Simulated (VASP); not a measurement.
# GaP in VASP: notebook

GaP is run at these levels: PBE; tasks: single point.

All numbers are computed with VASP 6.6.1; they aren't measurements. Logs are shortened: lines on timing, memory, paths and dates and some standing lists are left out, and cuts for length are marked.

## Step 1: The cell of the first run

The cell holds a sheet with vacuum, 4 atoms: a = 3.896 Å, b = 3.896 Å, c = 33.182 Å, α = 90.00°, β = 90.00°, γ = 120.00°.

The cell was built from a structure type or drawn by symmetry, and may not be a known phase.

## Step 2: Single point, PBE

The input, INCAR:

```
ALGO     = Normal         # electronic algorithm
DIPOL    = 0.5 0.5 0.286
EDIFF    = 1E-6           # SCF threshold, eV
ENCUT    = 520            # plane-wave cutoff, eV
GGA      = PE             # functional
IDIPOL   = 3            
ISIF     = 2              # what is computed and relaxed
ISMEAR   = 0              # smearing method
LASPH    = True           # aspherical terms in the spheres
LCHARG   = False          # write CHGCAR
LDIPOL   = True         
LREAL    = False          # projectors in reciprocal space
LWAVE    = False          # write WAVECAR
NBANDS   = 26             # bands
NELM     = 80             # most SCF steps
PREC     = Accurate       # precision mode
SIGMA    = 0.02           # smearing width, eV
```

The input, KPOINTS:

```
k-points
0
Gamma
  12 12 1
```

The input, POSCAR:

```
GaP
1.0
    3.8962857202      0.0000003141      0.0000000000
   -1.9481431321      3.3742822570      0.0000000000
    0.0000000000      0.0000000000     33.1819385600
Ga P
2 2
Direct
    0.3333333333      0.6666666667      0.2094488793
    0.3333333333      0.6666666667      0.3631517831
    0.0000000000      0.0000000000      0.1977772883
    0.0000000000      0.0000000000      0.3748233741
```

Potentials or basis: VASP PAW PBE potentials, release 64 (Ga_d, P).

Started as:

```bash
cat potpaw_PBE.64/Ga_d/POTCAR potpaw_PBE.64/P/POTCAR > POTCAR
mpirun -np 1 vasp_std > vasp.out
```

OUTCAR:

```text
EDIFF = 1E-6
   ENCUT = 520
   GGA = PE
   ISIF = 2
   ISMEAR = 0
   LASPH = True
   LREAL = False
   NELM = 80
   PREC = Accurate

 ion  position               nearest neighbor table
   1  0.333  0.667  0.209-   3 2.28   3 2.28   3 2.28
   2  0.333  0.667  0.363-   4 2.28   4 2.28   4 2.28
   3  0.000  0.000  0.198-   1 2.28   1 2.28   1 2.28
   4  0.000  0.000  0.375-   2 2.28   2 2.28   2 2.28

  LATTYP: Found a hexagonal cell.
 ALAT       =     3.8962857202
 C/A-ratio  =     8.5163001235

  Lattice vectors:

 A1 = (   3.8962857202,   0.0000003141,   0.0000000000)
 A2 = (  -1.9481431321,   3.3742822570,   0.0000000000)
 A3 = (   0.0000000000,   0.0000000000,  33.1819385600)

Analysis of symmetry for initial positions (statically):
=====================================================================
 Subroutine PRICEL returns:
 Original cell was already a primitive cell.

 Routine SETGRP: Setting up the symmetry group for a
 hexagonal supercell.

 Subroutine GETGRP returns: Found 12 space group operations
 (whereof  6 operations were pure point group operations)
 out of a pool of 24 trial point group operations.

The static configuration has the point symmetry C_3v.
 The point group associated with its full space group is D_3h.

Analysis of symmetry for dynamics (positions and initial velocities):
=====================================================================
 Subroutine PRICEL returns:
 Original cell was already a primitive cell.

 Routine SETGRP: Setting up the symmetry group for a
 hexagonal supercell.

 Subroutine GETGRP returns: Found 12 space group operations
 (whereof  6 operations were pure point group operations)
 out of a pool of 24 trial point group operations.

The dynamic configuration has the point symmetry C_3v.
 The point group associated with its full space group is D_3h.

 Subroutine INISYM returns: Found 12 space group operations
 (whereof  6 operations are pure point group operations),
 and found     1 'primitive' translations

----------------------------------------------------------------------------------------

                                     Primitive cell

  volume of cell :     436.2485

  direct lattice vectors                    reciprocal lattice vectors
[... 89 lines left out ...]
   IBRION =     -1    ionic relax: 0-MD 1-quasi-New 2-CG
   NFREE  =      0    steps in history (QN), initial steepest desc. (CG)
   ISIF   =      2    stress and relaxation
   ISYM   =      2    0-nonsym 1-usesym 2-fastsym
   POTIM  = 0.5000    time-step for ionic-motion
   TEBEG  =    0.0;   TEEND  =   0.0 temperature during run
   PSTRESS=    0.0 pullay stress
   NELECT =      36.0000    total number of electrons
   NUPDOWN=      -1.0000    fix difference up-down
   EMIN   =  10.00;   EMAX   =-10.00  energy-range for DOS
   EFERMI =   0.00;   METHOD = LEGACY
   ISMEAR =     0;   SIGMA  =   0.02  broadening in eV -4-tet -1-fermi 0-gaus
   EFERMI_NEDOS =   21; number of points for ismear=-14 and -15
   IALGO  =     38    algorithm
   IMIX   =      4    mixing-type and parameters
     AMIX     =   0.40;   BMIX     =  1.00
     AMIX_MAG =   1.60;   BMIX_MAG =  1.00
  volume/ion in A,a.u.               =     109.06       735.99
  Fermi-wavevector in a.u.,A,eV,Ry     =   0.712740  1.346883  6.911732  0.507998
  Thomas-Fermi vector in A             =   1.800194
   LORBIT       =      0    0 simple, 1 ext, 2 COOP (PROOUT), +10 PAW based schemes
   GGA     = PE    functional components
   LHFCALC =     F    Hartree Fock is set to
   AEXX    =    0.0000 exact exchange contribution
   IVDW    =     0    specifies the selected vdW correction
   LEPSILON=     F    determine dielectric tensor
   LRPA    =     F    only Hartree local field effects (RPA)
 non-spin polarized calculation
 Gauss-broadening in eV      SIGMA  =   0.02
  energy-cutoff  :      520.00
  volume of cell :      436.25
 maximum number of plane-waves:     11817
 NGX is ok and might be reduce to    30
   NGX = 15   NGY = 15   NGZ =123

 dipolmoment           0.000000      0.000000     -0.000000 electrons x Angstroem

 number of electron      36.0000015 magnetization

 dipolmoment           0.000000      0.000000      0.000002 electrons x Angstroem

 Free energy of the ion-electron system (eV)
  ---------------------------------------------------
  ext. energy  EPLUGINS =         0.00000000
  ---------------------------------------------------
  free energy    TOTEN  =       -16.52886124 eV

  energy without entropy =      -16.52886124  energy(sigma->0) =      -16.52886124

 E-fermi :  -3.6844     XC(G=0):  -2.4518

 val. band max:       -3.7774921719   @ k =   0.3333   0.3333   0.0000
 cond. band min:      -2.1876828075   @ k =   0.0000   0.0000   0.0000
 fundamental gap:      1.5898093643
 Fermi energy:        -3.6844362108

 k-point     1 :       0.0000    0.0000    0.0000
  band No.  band energies     occupation
      1     -18.3578      2.00000
      2     -18.3575      2.00000
      3     -18.2251      2.00000
      4     -18.2251      2.00000
      5     -18.2250      2.00000
      6     -18.2250      2.00000
[... 540 lines left out ...]
     25       3.5558      0.00000
     26       3.8035      0.00000

------------------------ aborting loop because EDIFF is reached ----------------------------------------

 vacuum level on the upper side and lower side of the slab       (xc-potential included)        -0.006        -0.006

  FORCE on cell =-STRESS in cart. coord.  units (eV):
  Direction    XX          YY          ZZ          XY          YZ          ZX
  --------------------------------------------------------------------------------------
  -------------------------------------------------------------------------------------
  Total       -0.0201988     -0.0201988     -0.0026402     -0.0000000      0.0000000      0.0000000
  in kB       -0.0741827     -0.0741827     -0.0096965     -0.0000000      0.0000000      0.0000000
  external PRESSURE =      -0.0526873 kB  Pullay stress =       0.0000000 kB

 VOLUME and BASIS-vectors are now :
 -----------------------------------------------------------------------------
  energy-cutoff  :      520.00
  volume of cell :      436.25
      direct lattice vectors                 reciprocal lattice vectors
     3.896285720  0.000000314  0.000000000     0.256654677  0.148179675  0.000000000
    -1.948143132  3.374282257  0.000000000    -0.000000024  0.296359308  0.000000000
     0.000000000  0.000000000 33.181938560     0.000000000  0.000000000  0.030136877

 POSITION                                       TOTAL-FORCE (eV/Angst)
 -----------------------------------------------------------------------------------
     -0.00000      2.24952      6.94992         0.000000      0.000000      0.002597
     -0.00000      2.24952     12.05008         0.000000      0.000000     -0.002597
      0.00000      0.00000      6.56263        -0.000000     -0.000000     -0.003808
      0.00000      0.00000     12.43737        -0.000000     -0.000000      0.003808
 -----------------------------------------------------------------------------------
    total drift:                               -0.000003      0.000002      0.000239

  FREE ENERGIE OF THE ION-ELECTRON SYSTEM (eV)
  ---------------------------------------------------
  free  energy   TOTEN  =       -16.5288612421 eV

  energy  without entropy=      -16.5288612421  energy(sigma->0) =      -16.52886124

 vacuum level on the upper side and lower side of the slab         1.907         1.907
```

OSZICAR:

```text
N       E                     dE             d eps       ncg     rms          rms(c)
DAV:   1     0.207240188698E+03    0.20724E+03   -0.14842E+04  1116   0.113E+03
DAV:   2     0.558526085609E+01   -0.20165E+03   -0.19410E+03  1248   0.242E+02
DAV:   3    -0.164068110829E+02   -0.21992E+02   -0.21870E+02  1244   0.856E+01
DAV:   4    -0.174768514605E+02   -0.10700E+01   -0.10685E+01  1396   0.204E+01
[... 15 lines left out ...]
DAV:  20    -0.165288489986E+02   -0.18629E-04   -0.11254E-06   848   0.556E-03    0.252E-03
DAV:  21    -0.165288557258E+02   -0.67272E-05   -0.30335E-07   912   0.257E-03    0.125E-03
DAV:  22    -0.165288590438E+02   -0.33181E-05   -0.99577E-08   880   0.184E-03    0.806E-04
DAV:  23    -0.165288608607E+02   -0.18169E-05   -0.55385E-08   850   0.104E-03    0.156E-04
DAV:  24    -0.165288612421E+02   -0.38136E-06   -0.64121E-09   926   0.655E-04
   1 F= -.16528861E+02 E0= -.16528861E+02  d E =-.621277E-13
```

Wall time 9.9 min (1 thread of Intel Xeon 6975P-C (Granite Rapids), shared host); peak memory 0.58 GiB.

Results:

| Quantity | Value |
| --- | --- |
| Free energy | -16.5289 eV |
| Largest force | 0.004 eV/Å |
| Band gap on the k mesh | 1.59 eV (least direct gap 1.93 eV) |

Forces in eV/Å, atoms in the order of the input:
```
Ga   0.000  0.000  0.003
Ga   0.000  0.000 -0.003
P    0.000  0.000 -0.004
P    0.000  0.000  0.004
```

## Step 3: Single point, PBE

This run uses another cell than the first one.

The input, INCAR:

```
SYSTEM = GaP
ALGO = Normal
DIPOL = 0.5 0.5 0.267
EDIFF = 1E-6
ENCUT = 520
GGA = PE
IDIPOL = 3
ISIF = 2
ISMEAR = 0
LASPH = .True.
LCHARG = .False.
LDIPOL = .True.
LREAL = .False.
LWAVE = .False.
NBANDS = 26
NELM = 60
PREC = Accurate
SIGMA = 0.02
```

The input, KPOINTS:

```
k-points
0
Gamma
  12 12 1
  0 0 0
```

The input, POSCAR:

```
GaP
1.0
    3.8967407939      0.0000003141      0.0000000000
   -1.9483706690      3.3746763624      0.0000000000
    0.0000000000      0.0000000000     35.5494646826
Ga P
2 2
Direct
    0.3333333333      0.6666666667      0.1954031596
    0.3333333333      0.6666666667      0.3390633976
    0.0000000000      0.0000000000      0.1845292303
    0.0000000000      0.0000000000      0.3499373269
```

Potentials or basis: VASP PAW PBE potentials, release 64 (Ga_d, P).

Started as:

```bash
cat potpaw_PBE.64/Ga_d/POTCAR potpaw_PBE.64/P/POTCAR > POTCAR
mpirun -np 1 vasp_std > vasp.out
```

It took 8.7 min on 1 thread of Intel Xeon 6975P-C (Granite Rapids), shared host; peak memory 0.61 GiB.

It converged, with:

```yaml
Free_energy: -16.5289 eV
Largest_force: 0.004 eV/Å
Band_gap_on_the_k_mesh: 1.59 eV (least direct gap 1.93 eV)
```

Forces on the atoms (eV/Å):
```
Ga   0.000  0.000  0.004
Ga   0.000  0.000 -0.004
P    0.000  0.000 -0.004
P    0.000  0.000  0.004
```

Levels at points of the mesh, in eV from the valence-band top:
| k point | band 14 | band 15 | band 16 | band 17 | band 18 | band 19 | band 20 | band 21 | band 22 | band 23 |
| --- | --- | --- | --- | --- | --- | --- | --- | --- | --- | --- |
| (0.00, 0.00, 0.00) | -2.19 | -0.50 | -0.50 | -0.50 | -0.50 | 1.59 | 1.65 | 3.51 | 4.80 | 4.80 |
| (0.50, 0.00, 0.00) | -6.18 | -1.94 | -1.94 | -0.53 | -0.40 | 1.88 | 2.11 | 2.51 | 2.77 | 6.35 |

## Step 4: Single point, PBE

This run uses another cell than the first one.

The input, INCAR:

```
ALGO     = Normal         # electronic algorithm
DIPOL    = 0.5 0.5 0.267
EDIFF    = 1E-7           # SCF threshold, eV
ENCUT    = 520            # plane-wave cutoff, eV
GGA      = PE             # functional
IDIPOL   = 3            
ISIF     = 2              # what is computed and relaxed
ISMEAR   = 0              # smearing method
LASPH    = T              # aspherical terms in the spheres
LCHARG   = F              # write CHGCAR
LDIPOL   = T            
LREAL    = F              # projectors in reciprocal space
LWAVE    = F              # write WAVECAR
NBANDS   = 26             # bands
NELM     = 60             # most SCF steps
PREC     = Accurate       # precision mode
SIGMA    = 0.02           # smearing width, eV
```

The input, KPOINTS:

```
k-points
0
Gamma
  12 12 1
```

POSCAR is that of step 3.

Started as:

```bash
cat potpaw_PBE.64/Ga_d/POTCAR potpaw_PBE.64/P/POTCAR > POTCAR
mpirun -np 1 vasp_std > vasp.out
```

It took 9.8 min on 1 thread of Intel Xeon 6975P-C (Granite Rapids), shared host; peak memory 0.62 GiB.

The run converged. Its results:

```yaml
Free_energy: -16.5289 eV
Largest_force: 0.004 eV/Å
Band_gap_on_the_k_mesh: 1.59 eV (least direct gap 1.93 eV)
```

Forces on the atoms (eV/Å):
```
Ga   0.000  0.000  0.004
Ga   0.000  0.000 -0.004
P    0.000  0.000 -0.004
P    0.000  0.000  0.004
```

Levels at points of the mesh, in eV from the valence-band top:
| k point | band 15 | band 16 | band 17 | band 18 | band 19 | band 20 | band 21 | band 22 |
| --- | --- | --- | --- | --- | --- | --- | --- | --- |
| (0.00, 0.00, 0.00) | -0.50 | -0.50 | -0.50 | -0.50 | 1.59 | 1.65 | 3.51 | 4.80 |
| (0.50, 0.00, 0.00) | -1.94 | -1.94 | -0.53 | -0.40 | 1.88 | 2.11 | 2.51 | 2.77 |
